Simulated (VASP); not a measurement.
# Re (P6_3/mmc) in VASP: further runs, part 2 of 2

VASP 6.6.1.

## Step 4: Single point, PBEsol (zz strain of +2 %)

INCAR reads:

```
ALGO     = Normal         # electronic algorithm
EDIFF    = 1E-6           # SCF threshold, eV
ENCUT    = 520            # plane-wave cutoff, eV
GGA      = PS             # functional
ISIF     = 2              # what is computed and relaxed
ISMEAR   = -1             # smearing method
LASPH    = T              # aspherical terms in the spheres
LCHARG   = F              # write CHGCAR
LREAL    = F              # projectors in reciprocal space
LWAVE    = F              # write WAVECAR
NBANDS   = 14             # bands
NELM     = 80             # most SCF steps
PREC     = Accurate       # precision mode
SIGMA    = 0.05           # smearing width, eV
```

KPOINTS reads:

```
k-points
0
Gamma
  18 18 10
```

POSCAR reads:

```
Re
1.0
    2.6029010724      0.0000000000      0.0000000000
   -1.3014505362      2.2541784522      0.0000000000
    0.0000000000      0.0000000000      4.2452400000
Re
2
Direct
    0.3333333333      0.6666666667      0.2500000000
    0.6666666667      0.3333333333      0.7500000000
```

Potentials or basis: VASP PAW PBE potentials, release 64 (Re).

Launch:

```console
$ cat potpaw_PBE.64/Re/POTCAR > POTCAR
$ mpirun -np 1 vasp_std > vasp.out
```

OUTCAR:

```text
EDIFF = 1E-6
   ENCUT = 520
   GGA = PS
   ISIF = 2
   ISMEAR = -1
   LASPH = T
   LREAL = F
   NELM = 80
   PREC = Accurate

 ion  position               nearest neighbor table
   1  0.333  0.667  0.250-   2 2.60   2 2.60   2 2.60   2 2.60   2 2.60   2 2.60
   2  0.667  0.333  0.750-   1 2.60   1 2.60   1 2.60   1 2.60   1 2.60   1 2.60

  LATTYP: Found a hexagonal cell.
 ALAT       =     2.6029010724
 C/A-ratio  =     1.6309647896

[... 595 lines left out ...]
     14      22.9665      0.00000

 [... further k-points ...]

------------------------ aborting loop because EDIFF is reached ----------------------------------------

  FORCE on cell =-STRESS in cart. coord.  units (eV):
  Direction    XX          YY          ZZ          XY          YZ          ZX
  --------------------------------------------------------------------------------------
  -------------------------------------------------------------------------------------
  Total       14.0952481     14.0952481     12.9072236      0.0000000      0.0000000      0.0000000
  in kB      906.6404715    906.6404715    830.2238636      0.0000000      0.0000000      0.0000000
  external PRESSURE =     881.1682689 kB  Pullay stress =       0.0000000 kB

 VOLUME and BASIS-vectors are now :
 -----------------------------------------------------------------------------
  energy-cutoff  :      520.00
  volume of cell :       24.91
      direct lattice vectors                 reciprocal lattice vectors
     2.602901072  0.000000000  0.000000000     0.384186710  0.221810301  0.000000000
    -1.301450536  2.254178452  0.000000000     0.000000000  0.443620601  0.000000000
     0.000000000  0.000000000  4.245240000     0.000000000  0.000000000  0.235557943

 POSITION                                       TOTAL-FORCE (eV/Angst)
 -----------------------------------------------------------------------------------
     -0.00000      1.50279      1.06131         0.000000     -0.000000      0.000000
      1.30145      0.75139      3.18393        -0.000000      0.000000      0.000000
 -----------------------------------------------------------------------------------
    total drift:                                0.000000     -0.000000     -0.000000

  FREE ENERGIE OF THE ION-ELECTRON SYSTEM (eV)
  ---------------------------------------------------
  free  energy   TOTEN  =       -25.7322754357 eV

  energy  without entropy=      -25.7220833201  energy(sigma->0) =      -25.72717938
```

OSZICAR:

```text
N       E                     dE             d eps       ncg     rms          rms(c)
DAV:   1     0.208068585739E+02    0.20807E+02   -0.70204E+03 12376   0.131E+03
DAV:   2    -0.260114258230E+02   -0.46818E+02   -0.41425E+02 10086   0.307E+02
DAV:   3    -0.269763226300E+02   -0.96490E+00   -0.94460E+00  9544   0.426E+01
DAV:   4    -0.269848128112E+02   -0.84902E-02   -0.84853E-02  9420   0.254E+00
DAV:   5    -0.269849686386E+02   -0.15583E-03   -0.15581E-03  9498   0.604E-01    0.606E+01
DAV:   6    -0.261238289083E+02    0.86114E+00   -0.39454E-01 10832   0.156E+01    0.307E+01
DAV:   7    -0.257383203284E+02    0.38551E+00   -0.44848E-01 10850   0.162E+01    0.428E-01
DAV:   8    -0.257332570539E+02    0.50633E-02   -0.56814E-03 10548   0.831E-01    0.343E-01
DAV:   9    -0.257322601710E+02    0.99688E-03   -0.60774E-04 10488   0.349E-01    0.417E-02
DAV:  10    -0.257322809900E+02   -0.20819E-04   -0.76657E-05 10484   0.129E-01    0.162E-02
DAV:  11    -0.257322755975E+02    0.53925E-05   -0.53243E-07  6364   0.200E-02    0.195E-03
DAV:  12    -0.257322754357E+02    0.16176E-06   -0.24983E-07  4554   0.154E-02
   1 F= -.25732275E+02 E0= -.25727179E+02  d E =-.101921E-01
```

Run time: 1.8 min. Hardware: 1 thread of Intel Xeon Platinum 8488C (Sapphire Rapids), shared host; peak memory 0.19 GiB.

What came out:

* Free energy: -25.7323 eV
* Pressure: 88.1 GPa
* Band gap on the k mesh: zero (bands 7 and 8 overlap by 4.35 eV)

Levels at points of the mesh, in eV from the Fermi level:
| k point | band 4 | band 5 | band 6 | band 7 | band 8 | band 9 | band 10 | band 11 |
| --- | --- | --- | --- | --- | --- | --- | --- | --- |
| (0.00, 0.00, 0.00) | -2.11 | -2.11 | -1.05 | -1.05 | 0.26 | 0.26 | 0.98 | 4.18 |
| (0.50, 0.00, 0.00) | -2.48 | -1.76 | -1.68 | -0.79 | 5.18 | 5.54 | 5.86 | 7.74 |
| (0.00, 0.00, 0.50) | -2.98 | -2.23 | -2.23 | -2.23 | -2.23 | 3.20 | 3.20 | 3.20 |
| (0.50, 0.00, 0.50) | -5.29 | 0.44 | 0.44 | 1.38 | 1.38 | 5.57 | 5.57 | 6.02 |

Caveat: the cell differs from its parent crystal (zz strain of +2 %); the cell stands under pressure; the PAW data sets were made with another functional, which shifts forces and pressure a little; spin-orbit coupling is left out, which moves the levels of the heavy elements.

## Step 5: Summary

```tsv
cell	gap on the mesh (eV)	pressure (GPa)
a = 2.603, b = 2.603, c = 4.120 Å, angles 90.0, 90.0, 120.0°, 2 atoms	none	112.0
a = 2.603, b = 2.603, c = 4.204 Å, angles 90.0, 90.0, 120.0°, 2 atoms	none	95.7
a = 2.603, b = 2.603, c = 4.245 Å, angles 90.0, 90.0, 120.0°, 2 atoms	none	88.1
```

Alike in all rows: task single point; level PBEsol; potentials or basis VASP PAW PBE potentials, release 64 (Re); no spin polarisation; k mesh 18 × 18 × 10; cutoff (eV) 520; smearing fermi-dirac 0.05 eV.

Caveats: the cell stands under pressure; the PAW data sets were made with another functional, which shifts forces and pressure a little; spin-orbit coupling is left out, which moves the levels of the heavy elements.

Total energies depend on the potentials used, so only differences within one code and one set of settings carry meaning.
